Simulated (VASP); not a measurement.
Crystal: MgI2.

```
Mg I
1.0
     2.15281    1.24293    6.50205
    -2.15281    1.24293    6.50205
     0.00000   -2.48586    6.50205
Mg I
1 2
Direct
  0.00000 0.00000 0.00000
  0.75000 0.75000 0.75000
  0.25000 0.25000 0.25000
```

| Quantity | Value |
| --- | --- |
| Program | VASP 6.6.1 |
| Task | relaxation of cell and atoms |
| Functional | PBE |
| Potentials or basis | VASP PAW PBE potentials, release 64 (Mg, I) |
| Cutoff | 600 eV |
| k mesh | 6 × 6 × 6 |
| Occupations | gaussian, width 0.02 eV |
| Spin | no spin polarisation |

At the start: pressure -0.0 GPa; volume 34.80 Å³/atom.

Task: Where does the relaxation end?

Result: Over 14 steps the energy falls by 32.1 meV/atom and the volume is 39.45 Å³/atom (+13.4 %); space group R-3m (No. 166, to 0.05 Å).

Step by step:
```
step  energy change (eV)  largest force (eV/Å)  pressure (GPa)  volume (Å³)
   1              0.0000                0.1593           -0.01       104.39
   2             -0.0234                0.1552            0.08       104.33
   3             -0.0558                0.1632            0.52       103.91
   4             -0.0654                0.2130           -0.02       106.60
   5             -0.0681                0.2575           -0.44       109.05
   6             -0.0741                0.2115           -0.36       109.63
   7             -0.0861                0.0742           -0.13       111.38
   8             -0.0826                0.2084            0.45       114.90
   9             -0.0890                0.0478            0.11       112.84
  10             -0.0914                0.0303            0.05       113.98
  11             -0.0953                0.0207           -0.11       117.36
  12             -0.0956                0.0388           -0.15       118.54
  13             -0.0959                0.0192            0.17       118.20
  14             -0.0962                0.0053            0.02       118.35
```

Final structure:
```
Mg I
1.0
     2.10071    1.21285    7.74188
    -2.10071    1.21285    7.74188
     0.00000   -2.42569    7.74188
Mg I
1 2
Direct
  0.00000 0.00000 0.00000
  0.73872 0.73872 0.73872
  0.26128 0.26128 0.26128
```
